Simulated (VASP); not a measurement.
# HfN (Fm-3m) in VASP: further runs

Aim: see how the results for HfN move with the level of theory and the settings. Levels: LDA, PBEsol. Tasks: single point.

Program: VASP 6.6.1. These are calculated values, not measurements. Logs are shortened: lines on timing, memory, paths and dates and some standing lists are left out, and cuts for length are marked.

## Step 1: The cell of the first run

It takes space group Fm-3m (No. 225, cubic). The conventional cell has a = 4.512 Å, b = 4.512 Å, c = 4.512 Å, α = 90.00°, β = 90.00°, γ = 90.00°. Within 3.0 Å of Hf (site symmetry m-3m) lie 6 N at 2.26 Å. N (site symmetry m-3m) has 6 Hf at 2.26 Å within 3.0 Å.

## Step 2: Single point, LDA

File INCAR:

```
SYSTEM = HfN
PREC = Accurate ; ENCUT = 600
EDIFF = 1E-6 ; ISMEAR = -1
SIGMA = 0.01 ; LREAL = .False.
LASPH = .True. ; NELM = 120
ALGO = Normal ; ISIF = 2
LWAVE = .False. ; LCHARG = .True.
GGA = CA ; LELF = .True.
LVHAR = .True. ; NBANDS = 14
GGA_COMPAT = .False.
```

File KPOINTS:

```
Automatic mesh
0
Gamma
  10 10 10
  0 0 0
```

File POSCAR:

```
HfN
1.0
    0.0000000000      2.2560000000      2.2560000000
    2.2560000000      0.0000000000      2.2560000000
    2.2560000000      2.2560000000      0.0000000000
Hf N
1 1
Direct
    0.0000000000      0.0000000000      0.0000000000
    0.5000000000      0.5000000000      0.5000000000
```

Potentials or basis: VASP PAW LDA potentials, release 64 (Hf_pv, N).

Run with:

```bash
cat potpaw_LDA.64/Hf_pv/POTCAR potpaw_LDA.64/N/POTCAR > POTCAR
mpirun -np 1 vasp_std > vasp.out
```

OUTCAR:

```text
SYSTEM = HfN
   PREC = Accurate
   ENCUT = 600
   EDIFF = 1E-6
   ISMEAR = -1
   LREAL = .False.
   LASPH = .True.
   NELM = 120
   ISIF = 2
   GGA = CA

 ion  position               nearest neighbor table
   1  0.000  0.000  0.000-   2 2.26   2 2.26   2 2.26   2 2.26   2 2.26   2 2.26
   2  0.500  0.500  0.500-   1 2.26   1 2.26   1 2.26   1 2.26   1 2.26   1 2.26

  LATTYP: Found a face centered cubic cell.
 ALAT       =     4.5120000000

  Lattice vectors:

 A1 = (   0.0000000000,   2.2560000000,   2.2560000000)
 A2 = (   2.2560000000,   0.0000000000,   2.2560000000)
 A3 = (   2.2560000000,   2.2560000000,   0.0000000000)

Analysis of symmetry for initial positions (statically):
=====================================================================
 Subroutine PRICEL returns:
 Original cell was already a primitive cell.

 Routine SETGRP: Setting up the symmetry group for a
 face centered cubic supercell.

 Subroutine GETGRP returns: Found 48 space group operations
 (whereof 48 operations were pure point group operations)
 out of a pool of 48 trial point group operations.

The static configuration has the point symmetry O_h .

Analysis of symmetry for dynamics (positions and initial velocities):
=====================================================================
 Subroutine PRICEL returns:
 Original cell was already a primitive cell.

 Routine SETGRP: Setting up the symmetry group for a
 face centered cubic supercell.

 Subroutine GETGRP returns: Found 48 space group operations
 (whereof 48 operations were pure point group operations)
 out of a pool of 48 trial point group operations.

The dynamic configuration has the point symmetry O_h .

 Subroutine INISYM returns: Found 48 space group operations
 (whereof 48 operations are pure point group operations),
 and found     1 'primitive' translations

----------------------------------------------------------------------------------------

                                     Primitive cell

  volume of cell :      22.9640

  direct lattice vectors                    reciprocal lattice vectors
     0.000000000  2.256000000  2.256000000    -0.221631206  0.221631206  0.221631206
     2.256000000  0.000000000  2.256000000     0.221631206 -0.221631206  0.221631206
     2.256000000  2.256000000  0.000000000     0.221631206  0.221631206 -0.221631206

  length of vectors
     3.190465797  3.190465797  3.190465797     0.383876509  0.383876509  0.383876509

  position of ions in fractional coordinates (direct lattice)
     0.000000000  0.000000000  0.000000000
     0.500000000  0.500000000  0.500000000

  ion indices of the primitive-cell ions
   primitive index   ion index
                 1           1
                 2           2

----------------------------------------------------------------------------------------

 KPOINTS: Automatic mesh

Automatic generation of k-mesh.
 Grid dimensions read from file:
 generate k-points for:   10   10   10

 Generating k-lattice:

  Cartesian coordinates                     Fractional coordinates (reciprocal lattice)
    -0.022163121  0.022163121  0.022163121     0.100000000  0.000000000  0.000000000
     0.022163121 -0.022163121  0.022163121     0.000000000  0.100000000  0.000000000
     0.022163121  0.022163121 -0.022163121     0.000000000  0.000000000  0.100000000

  Length of vectors
     0.038387651  0.038387651  0.038387651

  Shift w.r.t. Gamma in fractional coordinates (k-lattice)
     0.000000000  0.000000000  0.000000000

 Subroutine IBZKPT returns following result:
 ===========================================

 Found     47 irreducible k-points:

 Following reciprocal coordinates:
            Coordinates               Weight
  0.000000  0.000000  0.000000      1.000000
  0.100000  0.000000  0.000000      8.000000
  0.200000  0.000000  0.000000      8.000000
  0.300000  0.000000  0.000000      8.000000
  0.400000  0.000000  0.000000      8.000000
  0.500000  0.000000  0.000000      4.000000
[... 16 lines left out ...]
  0.300000  0.300000  0.000000      6.000000
  0.400000  0.300000  0.000000     24.000000
 [... further k-points ...]
   k-points           NKPTS =     47   k-points in BZ     NKDIM =     47   number of bands    NBANDS=     14
   number of dos      NEDOS =    301   number of ions     NIONS =      2
   total plane-waves  NPLWV =  21952
   dimension x,y,z NGX =    28 NGY =   28 NGZ =   28
   dimension x,y,z NGXF=    56 NGYF=   56 NGZF=   56
   ions per type =               1   1
   NGX,Y,Z   is equivalent  to a cutoff of  14.59, 14.59, 14.59 a.u.
   NGXF,Y,Z  is equivalent  to a cutoff of  29.18, 29.18, 29.18 a.u.
 SYSTEM =  HfN
   PREC   = accura    normal or accurate (medium, high low for compatibility)
   ISTART =      0    job   : 0-new  1-cont  2-samecut
   ICHARG =      2    charge: 1-file 2-atom 10-const
   ISPIN  =      1    spin polarized calculation?
   LNONCOLLINEAR =      F non collinear calculations
[... 29 lines left out ...]
   GGA     = CA    functional components
   LHFCALC =     F    Hartree Fock is set to
   AEXX    =    0.0000 exact exchange contribution
   IVDW    =     0    specifies the selected vdW correction
   LEPSILON=     F    determine dielectric tensor
   LRPA    =     F    only Hartree local field effects (RPA)
 non-spin polarized calculation
  energy-cutoff  :      600.00
  volume of cell :       22.96
 maximum number of plane-waves:       785
 NGX is ok and might be reduce to    28
   NGX = 13   NGY = 13   NGZ = 13

 number of electron      15.0000002 magnetization

 Free energy of the ion-electron system (eV)
  ---------------------------------------------------
  ext. energy  EPLUGINS =         0.00000000
  ---------------------------------------------------
  free energy    TOTEN  =       -23.84085999 eV

  energy without entropy =      -23.84059838  energy(sigma->0) =      -23.84072918

 E-fermi :   8.2552     XC(G=0): -13.0003

 val. band max:        8.2236083014   @ k =  -0.4000   0.3000   0.0000
 cond. band min:       8.2699087179   @ k =  -0.1000   0.1000   0.0000
 fundamental gap:      0.0463004165
 Fermi energy:         8.2551947766

 k-point     1 :       0.0000    0.0000    0.0000
  band No.  band energies     occupation
      1     -22.6859      2.00000
      2     -22.6859      2.00000
      3     -22.6859      2.00000
      4      -9.0308      2.00000
      5       5.2693      2.00000
      6       5.2693      2.00000
      7       5.2693      2.00000
      8       7.8382      2.00000
      9       7.8382      2.00000
     10       7.8382      2.00000
     11      10.1488      0.00000
     12      10.1488      0.00000
     13      10.2539      0.00000
     14      17.8913      0.00000

 k-point     2 :       0.1000    0.0000    0.0000
  band No.  band energies     occupation
      1     -22.7905      2.00000
      2     -22.6946      2.00000
      3     -22.6946      2.00000
      4      -8.7953      2.00000
      5       4.3494      2.00000
      6       4.7098      2.00000
      7       4.7098      2.00000
      8       8.0855      2.00000
      9       8.1675      1.99969
     10       8.1675      1.99969
     11      10.9021      0.00000
     12      10.9021      0.00000
     13      10.9321      0.00000
     14      18.6564      0.00000

 k-point     3 :       0.2000    0.0000    0.0000
  band No.  band energies     occupation
      1     -23.0532      2.00000
      2     -22.7173      2.00000
      3     -22.7173      2.00000
      4      -8.1619      2.00000
      5       2.6786      2.00000
      6       3.6981      2.00000
      7       3.6981      2.00000
      8       8.4967      0.00000
      9       8.9859      0.00000
     10       8.9859      0.00000
     11      12.3472      0.00000
     12      12.5900      0.00000
     13      12.5900      0.00000
     14      19.5981      0.00000
[... 324 lines left out ...]
 k-point    23 :       0.3000    0.3000    0.0000
  band No.  band energies     occupation
      1     -23.2732      2.00000
      2     -22.8972      2.00000
      3     -22.8972      2.00000
      4      -7.7053      2.00000
      5       1.4644      2.00000
      6       4.4258      2.00000
      7       4.4258      2.00000
      8       5.2884      2.00000
      9      11.4399      0.00000
     10      12.1076      0.00000
     11      12.3101      0.00000
     12      12.3101      0.00000
     13      17.2568      0.00000
     14      19.5905      0.00000

 k-point    24 :       0.4000    0.3000    0.0000
  band No.  band energies     occupation
      1     -23.3862      2.00000
      2     -22.9605      2.00000
      3     -22.9304      2.00000
      4      -7.5951      2.00000
      5       1.6940      2.00000
      6       3.6646      2.00000
      7       4.1619      2.00000
      8       5.7526      2.00000
      9      12.2852      0.00000
     10      12.8352      0.00000
     11      12.9670      0.00000
     12      13.1275      0.00000
     13      17.4189      0.00000
     14      19.4581      0.00000

 [... further k-points ...]

------------------------ aborting loop because EDIFF is reached ----------------------------------------

  FORCE on cell =-STRESS in cart. coord.  units (eV):
  Direction    XX          YY          ZZ          XY          YZ          ZX
  --------------------------------------------------------------------------------------
  -------------------------------------------------------------------------------------
  Total       -1.3745926     -1.3745926     -1.3745926      0.0000000      0.0000000     -0.0000000
  in kB      -95.9041275    -95.9041275    -95.9041275      0.0000000      0.0000000     -0.0000000
  external PRESSURE =     -95.9041275 kB  Pullay stress =       0.0000000 kB

 VOLUME and BASIS-vectors are now :
 -----------------------------------------------------------------------------
  energy-cutoff  :      600.00
  volume of cell :       22.96
      direct lattice vectors                 reciprocal lattice vectors
     0.000000000  2.256000000  2.256000000    -0.221631206  0.221631206  0.221631206
     2.256000000  0.000000000  2.256000000     0.221631206 -0.221631206  0.221631206
     2.256000000  2.256000000  0.000000000     0.221631206  0.221631206 -0.221631206

 POSITION                                       TOTAL-FORCE (eV/Angst)
 -----------------------------------------------------------------------------------
      0.00000      0.00000      0.00000         0.000000      0.000000      0.000000
      2.25600      2.25600      2.25600         0.000000      0.000000     -0.000000
 -----------------------------------------------------------------------------------
    total drift:                                0.000000      0.000000      0.000000

  FREE ENERGIE OF THE ION-ELECTRON SYSTEM (eV)
  ---------------------------------------------------
  free  energy   TOTEN  =       -23.8408599886 eV

  energy  without entropy=      -23.8405983759  energy(sigma->0) =      -23.84072918
```

It took 18 s on 1 thread of Intel Xeon Platinum 8259CL at 2.50GHz (Skylake/Cascade Lake), shared host; peak memory 0.15 GiB.

What came out:

```
Free energy            : -23.8409 eV
Pressure               : -9.6 GPa
Band gap on the k mesh : zero (an odd number of electrons rules out a gap without spin polarisation)
```

Caveat: the cell stands under tension; spin-orbit coupling is left out, which moves the levels of the heavy elements; an odd number of electrons without spin polarisation forces a metal; a magnetic or distorted state may lie lower.

## Step 3: Single point, LDA

File INCAR:

```
PREC     = Accurate       # precision mode
ENCUT    = 600            # plane-wave cutoff, eV
EDIFF    = 1E-6           # SCF threshold, eV
ISMEAR   = -1             # smearing method
SIGMA    = 0.05           # smearing width, eV
LREAL    = F              # projectors in reciprocal space
LASPH    = T              # aspherical terms in the spheres
NELM     = 120            # most SCF steps
ALGO     = Normal         # electronic algorithm
ISIF     = 2              # what is computed and relaxed
LWAVE    = F              # write WAVECAR
LCHARG   = T              # write CHGCAR
LELF     = T              # ELF
LVHAR    = T            
NBANDS   = 14             # bands
GGA_COMPAT= F
```

File KPOINTS:

```
Automatic mesh
0
Gamma
  10 10 10
```

POSCAR is that of step 2.

Potentials or basis: VASP PAW LDA potentials, release 64 (Hf_pv, N).

Run with:

```bash
cat potpaw_LDA.64/Hf_pv/POTCAR potpaw_LDA.64/N/POTCAR > POTCAR
mpirun -np 1 vasp_std > vasp.out
```

It took 21 s on 1 thread of Intel Xeon Platinum 8259CL at 2.50GHz (Skylake/Cascade Lake), shared host; peak memory 0.15 GiB.

It converged, with:

| Item | Value |
| --- | --- |
| Free energy | -23.8443 eV |
| Pressure | -9.6 GPa |
| Band gap on the k mesh | zero (an odd number of electrons rules out a gap without spin polarisation) |

Levels at points of the mesh, in eV from the Fermi level:
| k point | band 5 | band 6 | band 7 | band 8 | band 9 | band 10 | band 11 | band 12 |
| --- | --- | --- | --- | --- | --- | --- | --- | --- |
| (0.00, 0.00, 0.00) | -2.99 | -2.99 | -2.99 | -0.42 | -0.42 | -0.42 | 1.89 | 1.89 |
| (0.50, 0.00, 0.00) | -8.89 | -6.21 | -6.21 | 3.26 | 3.66 | 3.66 | 4.55 | 8.83 |
| (0.50, 0.50, 0.00) | -5.32 | -3.87 | -3.64 | -3.64 | 4.04 | 5.50 | 5.50 | 5.69 |

Caveat: the cell stands under tension; spin-orbit coupling is left out, which moves the levels of the heavy elements; an odd number of electrons without spin polarisation forces a metal; a magnetic or distorted state may lie lower.

## Step 4: Single point, LDA (10.79 Å³/atom)

This run uses another cell than the first one, of 10.79 Å³/atom.

File INCAR:

```
SYSTEM = HfN
PREC = Accurate
ENCUT = 600
EDIFF = 1E-6
ISMEAR = -1
SIGMA = 0.05
LREAL = .False.
LASPH = .True.
NELM = 120
ALGO = Normal
ISIF = 2
LWAVE = .False.
LCHARG = .False.
NBANDS = 14
GGA_COMPAT = .False.
```

File KPOINTS:

```
regular mesh
0
Gamma
  10 10 10
  0 0 0
```

File POSCAR:

```
HfN
1.0
    0.0000000000      2.2099462613      2.2099462613
    2.2099462613      0.0000000000      2.2099462613
    2.2099462613      2.2099462613      0.0000000000
Hf N
1 1
Direct
    0.0000000000      0.0000000000      0.0000000000
    0.5000000000      0.5000000000      0.5000000000
```

Run with:

```bash
cat potpaw_LDA.64/Hf_pv/POTCAR potpaw_LDA.64/N/POTCAR > POTCAR
mpirun -np 1 vasp_std > vasp.out
```

Run time: 20 s. Hardware: 1 thread of Intel Xeon Platinum 8259CL at 2.50GHz (Skylake/Cascade Lake), shared host; peak memory 0.15 GiB.

Results (log left out):

- Free energy: -23.8484 eV
- Pressure: 9.3 GPa
- Band gap on the k mesh: zero (an odd number of electrons rules out a gap without spin polarisation)

Levels at points of the mesh, in eV from the Fermi level:
```tsv
k point	band 4	band 5	band 6	band 7	band 8	band 9	band 10	band 11	band 12	band 13
(0.00, 0.00, 0.00)	-17.66	-3.06	-3.06	-3.06	-0.46	-0.46	-0.46	2.04	2.04	2.62
(0.50, 0.00, 0.00)	-14.44	-9.26	-6.53	-6.53	3.55	3.98	3.98	4.88	9.60	9.60
(0.50, 0.50, 0.00)	-16.54	-5.29	-4.16	-3.66	-3.66	4.38	5.99	5.99	6.46	8.81
```

Caveat: the cell stands under pressure; spin-orbit coupling is left out, which moves the levels of the heavy elements; an odd number of electrons without spin polarisation forces a metal; a magnetic or distorted state may lie lower.

## Step 5: Single point, PBEsol (10.79 Å³/atom)

This run uses another cell than the first one, of 10.79 Å³/atom.

File INCAR:

```
PREC = Accurate
ENCUT = 600
EDIFF = 1E-6
ISMEAR = -1
SIGMA = 0.05
LREAL = False
LASPH = True
NELM = 120
ALGO = Normal
ISIF = 2
LWAVE = False
LCHARG = False
GGA = PS
NBANDS = 14
GGA_COMPAT = False
```

File KPOINTS:

```
regular mesh
0
Gamma
  10 10 10
```

POSCAR is that of step 4.

Potentials or basis: VASP PAW PBE potentials, release 64 (Hf_pv, N).

Run with:

```bash
cat potpaw_PBE.64/Hf_pv/POTCAR potpaw_PBE.64/N/POTCAR > POTCAR
mpirun -np 1 vasp_std > vasp.out
```

Wall time 21 s (1 thread of Intel Xeon Platinum 8259CL at 2.50GHz (Skylake/Cascade Lake), shared host); peak memory 0.17 GiB.

Results (log left out):

| Item | Value |
| --- | --- |
| Free energy | -22.9422 eV |
| Pressure | 15.2 GPa |
| Band gap on the k mesh | zero (an odd number of electrons rules out a gap without spin polarisation) |

Levels at points of the mesh, in eV from the Fermi level:
| k point | band 5 | band 6 | band 7 | band 8 | band 9 | band 10 | band 11 | band 12 |
| --- | --- | --- | --- | --- | --- | --- | --- | --- |
| (0.00, 0.00, 0.00) | -3.10 | -3.10 | -3.10 | -0.45 | -0.45 | -0.45 | 2.07 | 2.07 |
| (0.50, 0.00, 0.00) | -9.33 | -6.55 | -6.55 | 3.57 | 4.03 | 4.03 | 4.73 | 9.66 |
| (0.50, 0.50, 0.00) | -5.39 | -4.18 | -3.72 | -3.72 | 4.43 | 6.05 | 6.05 | 6.40 |

Caveat: the cell stands under pressure; the PAW data sets were made with another functional, which shifts forces and pressure a little; spin-orbit coupling is left out, which moves the levels of the heavy elements; an odd number of electrons without spin polarisation forces a metal; a magnetic or distorted state may lie lower.

## Step 6: Single point, LDA (11.02 Å³/atom)

This run uses another cell than the first one, of 11.02 Å³/atom.

INCAR: that of step 5 with these lines changed.

```diff
@@ -12,3 +12,3 @@
 LCHARG = False
-GGA = PS
+GGA = CA
 NBANDS = 14
```

KPOINTS is that of step 5.

File POSCAR:

```
HfN
1.0
    0.0000000000      2.2255097759      2.2255097759
    2.2255097759      0.0000000000      2.2255097759
    2.2255097759      2.2255097759      0.0000000000
Hf N
1 1
Direct
    0.0000000000      0.0000000000      0.0000000000
    0.5000000000      0.5000000000      0.5000000000
```

Potentials or basis: VASP PAW LDA potentials, release 64 (Hf_pv, N).

Run with:

```bash
cat potpaw_LDA.64/Hf_pv/POTCAR potpaw_LDA.64/N/POTCAR > POTCAR
mpirun -np 1 vasp_std > vasp.out
```

Run time: 18 s. Hardware: 1 thread of Intel Xeon Platinum 8259CL at 2.50GHz (Skylake/Cascade Lake), shared host; peak memory 0.16 GiB.

The run converged. Its results:

```yaml
Free_energy: -23.8654 eV
Pressure: 2.3 GPa
Band_gap_on_the_k_mesh: zero (an odd number of electrons rules out a gap without spin polarisation)
```

Levels at points of the mesh, in eV from the Fermi level:
```csv
k point,band 4,band 5,band 6,band 7,band 8,band 9,band 10,band 11,band 12,band 13
"(0.00, 0.00, 0.00)",-17.53,-3.04,-3.04,-3.04,-0.45,-0.45,-0.45,1.99,1.99,2.40
"(0.50, 0.00, 0.00)",-14.45,-9.13,-6.42,-6.42,3.45,3.87,3.87,4.77,9.33,9.33
"(0.50, 0.50, 0.00)",-16.41,-5.30,-4.06,-3.66,-3.66,4.26,5.82,5.82,6.19,8.52
```

Caveat: spin-orbit coupling is left out, which moves the levels of the heavy elements; an odd number of electrons without spin polarisation forces a metal; a magnetic or distorted state may lie lower.

## Step 7: Overview

| level | potentials or basis | cell | smearing | gap on the mesh (eV) | pressure (GPa) |
| --- | --- | --- | --- | --- | --- |
| LDA | VASP PAW LDA potentials, release 64 (Hf_pv, N) | a = 3.190 Å, angles 60.0°, 2 atoms | fermi-dirac 0.01 eV | none | -9.6 |
| LDA | VASP PAW LDA potentials, release 64 (Hf_pv, N) | a = 3.190 Å, angles 60.0°, 2 atoms | fermi-dirac 0.05 eV | none | -9.6 |
| LDA | VASP PAW LDA potentials, release 64 (Hf_pv, N) | a = 3.125 Å, angles 60.0°, 2 atoms | fermi-dirac 0.05 eV | none | 9.3 |
| PBEsol | VASP PAW PBE potentials, release 64 (Hf_pv, N) | a = 3.125 Å, angles 60.0°, 2 atoms | fermi-dirac 0.05 eV | none | 15.2 |
| LDA | VASP PAW LDA potentials, release 64 (Hf_pv, N) | a = 3.147 Å, angles 60.0°, 2 atoms | fermi-dirac 0.05 eV | none | 2.3 |

Alike in all rows: task single point; no spin polarisation; k mesh 10 × 10 × 10; cutoff (eV) 600.

Caveats: spin-orbit coupling is left out, which moves the levels of the heavy elements; an odd number of electrons without spin polarisation forces a metal; a magnetic or distorted state may lie lower; the cell stands under tension (at least some runs); the cell stands under pressure (at least some runs); the PAW data sets were made with another functional, which shifts forces and pressure a little (at least some runs).

Total energies depend on the potentials used, so only differences within one code and one set of settings carry meaning.

The gap in the log of VASP goes by the Fermi energy; the results here count the filled bands.